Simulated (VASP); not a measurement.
A run of VASP 6.6.1 is set up as follows.

The input POSCAR:

```
SnSe
1.0
    0.0000000000      3.0100000000      3.0702000000
    3.0100000000      0.0000000000      3.0702000000
    3.0100000000      3.0100000000      0.0000000000
Sn Se
1 1
Direct
    0.0000000000      0.0000000000      0.0000000000
    0.5000000000      0.5000000000      0.5000000000
```

The input INCAR.step1:

```
PREC = Accurate ; ENCUT = 520
ISMEAR = 0 ; SIGMA = 0.05
LREAL = False ; LASPH = True
NELM = 100 ; NBANDS = 17
GGA = PE ; ALGO = Normal
EDIFF = 1E-4 ; LWAVE = True
LCHARG = False
```

INCAR.step2

```
PREC = Accurate ; ENCUT = 520
EDIFF = 1E-6 ; ISMEAR = 0
SIGMA = 0.05 ; LREAL = False
LASPH = True ; NELM = 100
ALGO = Normal ; ISIF = 2
LWAVE = False ; LCHARG = False
METAGGA = R2SCAN ; LMIXTAU = True
NBANDS = 17 ; ISTART = 1
```

File KPOINTS:

```
regular mesh
0
Gamma
  10 10 10
```

Potentials or basis: VASP PAW PBE potentials, release 64 (Sn_d, Se).

Launch:

```bash
$ cat potpaw_PBE.64/Sn_d/POTCAR potpaw_PBE.64/Se/POTCAR > POTCAR
$ cp INCAR.step1 INCAR
$ mpirun -np 1 vasp_std > vasp.out
$ cp INCAR.step2 INCAR
$ mpirun -np 1 vasp_std > vasp.out
```

(1) Predict the band gap on the k mesh.

(2) Predict the pressure.

Results:

(1) 0.38 eV.

(2) -1.0 GPa.

Caveat: the cell differs from its parent crystal (strain +0.0200 x Voigt [0, 0, 1, 0, 0, 0]); the PAW data sets were made with another functional, which shifts forces and pressure a little; spin-orbit coupling is left out, which moves the levels of the heavy elements.
